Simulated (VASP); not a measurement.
**CoW3: single point with PBEsol**

Crystal: CoW3.

```
CELL_PARAMETERS angstrom
3.85824 0.00000 0.00000
0.00000 3.74250 0.00000
0.00000 0.00000 3.85824
ATOMIC_POSITIONS crystal
Co 0.00000 0.00000 0.00000
W 0.00000 0.50000 0.50000
W 0.50000 0.00000 0.50000
W 0.50000 0.50000 0.00000
```

This cell differs from its parent crystal: strain -0.0300 x Voigt [0, 1, 0, 0, 0, 0].

```yaml
Program: VASP 6.6.1
Task: single point
Functional: PBEsol
Potentials_or_basis: VASP PAW PBE potentials, release 64 (Co, W_sv)
Cutoff: 520 eV
k_mesh: 12 × 12 × 12
Occupations: gaussian, width 0.15 eV
Spin: no spin polarisation
Dipole_correction: no
Further_INCAR_settings: ALGO = Fast; EDIFF = 1e-07; NBANDS = 34
```

| Item | Value |
| --- | --- |
| Pressure | 10.5 GPa |
| Band gap on the k mesh | zero (an odd number of electrons rules out a gap without spin polarisation) |

Stress tensor (GPa, compression positive):
```
10.16  0.00  0.00
 0.00 11.08  0.00
 0.00  0.00 10.16
```

Levels at points of the mesh, in eV from the Fermi level:
```csv
k point,band 22,band 23,band 24,band 25,band 26,band 27,band 28,band 29
"(0.00, 0.00, 0.00)",-0.98,0.32,0.53,3.08,3.11,3.11,3.15,3.15
"(0.50, 0.00, 0.00)",-1.98,-1.16,-0.11,0.30,0.32,0.56,1.08,1.90
"(0.00, 0.50, 0.00)",-2.05,-1.02,0.18,0.18,0.36,0.89,0.97,1.78
"(0.50, 0.50, 0.00)",-2.17,-2.17,-1.93,-1.01,0.62,0.62,1.08,1.11
"(0.50, 0.00, 0.50)",-2.02,-2.02,-1.96,-1.05,0.57,0.57,0.93,0.93
"(0.50, 0.50, 0.50)",-1.20,-0.73,-0.73,0.57,0.60,0.60,1.42,2.51
```

Run time: 13 min on 1 thread of Intel Xeon 8259CL (shared host), peak memory 0.4 GiB.

Caveat: the cell differs from its parent crystal (strain -0.0300 x Voigt [0, 1, 0, 0, 0, 0]); the cell stands under pressure; the PAW data sets were made with another functional, which shifts forces and pressure a little; spin-orbit coupling is left out, which moves the levels of the heavy elements; the run has no spin polarisation, though such a crystal can be magnetic. Spin polarisation is off, so any magnetic state and its effect on volume and gap are missing.
